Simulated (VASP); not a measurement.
Wanted: the native input for a VASP 6.6.1 run.

* Task: relaxation of shape and atoms at fixed volume
* Functional: PBE
* Potentials or basis: VASP PAW PBE potentials, release 64 (B, N)
* Cutoff: 600 eV
* k mesh: 16 × 16 × 4
* Occupations: gaussian, width 0.05 eV
* Spin: no spin polarisation
* Dipole correction: no
* Further INCAR settings: ALGO = Normal; EDIFF = 1e-06; IBRION = 2; EDIFFG = -0.01; NSW = 60; ISIF = 4

The structure of BN lies in POSCAR:

```
BN
1.0
    2.5288243639      0.0000000000      0.0000000000
   -1.2644121819      2.1900261409      0.0000000000
    0.0000000000      0.0000000000      8.6080474921
B N
2 2
Direct
    0.3333333333      0.6666666667      0.2500000000
    0.6666666667      0.3333333333      0.7500000000
    0.3333333333      0.6666666667      0.7500000000
    0.6666666667      0.3333333333      0.2500000000
```

This cell differs from its parent crystal: volume scaled by 1.040.

These files were run (other wordings do the same):

INCAR

```
SYSTEM = BN
PREC = Accurate
ENCUT = 600
EDIFF = 1E-6
ISMEAR = 0
SIGMA = 0.05
LREAL = .False.
LASPH = .True.
NELM = 60
ALGO = Normal
ISIF = 4
LWAVE = .False.
LCHARG = .False.
GGA = PE
IBRION = 2
NSW = 60
EDIFFG = -0.01
```

KPOINTS

```
regular mesh
0
Gamma
  16 16 4
  0 0 0
```

Potentials or basis: VASP PAW PBE potentials, release 64 (B, N).

Command:

```sh
$ cat potpaw_PBE.64/B/POTCAR potpaw_PBE.64/N/POTCAR > POTCAR
$ mpirun -np 1 vasp_std > vasp.out
```

It gave:

* Energy gained by relaxing: 2.4 meV/atom
* Ionic steps: 3
* Pressure after relaxing: -0.2 GPa
* Band gap on the k mesh: 4.36 eV, indirect (least direct gap 4.75 eV)

Caveat: this functional lacks dispersion, which binds the layers, so the pressure and a relaxed spacing across them are unreliable.

Wall time 48 s on 1 thread of AMD EPYC 9R45 96-Core Processor (Zen 5) (shared host), peak memory 0.17 GiB.
